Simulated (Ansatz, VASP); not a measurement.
## Si3Br: VASP beside Ansatz

```
Si Br
1.0
     4.86378    0.00000    0.00000
     0.00000    4.86378    0.00000
     0.00000    0.00000    3.08265
Si Br
3 1
Direct
  0.00000 0.50000 0.50000
  0.50000 0.00000 0.50000
  0.50000 0.50000 0.00000
  0.00000 0.00000 0.00000
```

Alike in both runs: functional PBE; k mesh 12 × 12 × 12; occupations gaussian, width 0.1 eV; no spin polarisation.

Ansatz relaxed the structure, and its values are those at the end. VASP's run is a single point on that final structure, the one shown.

|  | VASP | Ansatz |
| --- | --- | --- |
| version | VASP 6.6.1 | Ansatz 0.2.0 |
| potentials or method | VASP PAW PBE potentials, release 64 (Si, Br), cutoff 520 eV | scalar-relativistic, plane waves, PAW |
| valence electrons in the cell | 19 | 19 |

|  | VASP | Ansatz | Ansatz less VASP |
| --- | --- | --- | --- |
| gap on the k mesh at the Fermi level (eV) | none | none | - |
| pressure (GPa) | 0.0 | 0.0 | -0.02 |

A gap of «none» marks a metal or a gap that the smearing closes. The functional is the same, so the differences come from potentials, cutoffs and numerics.
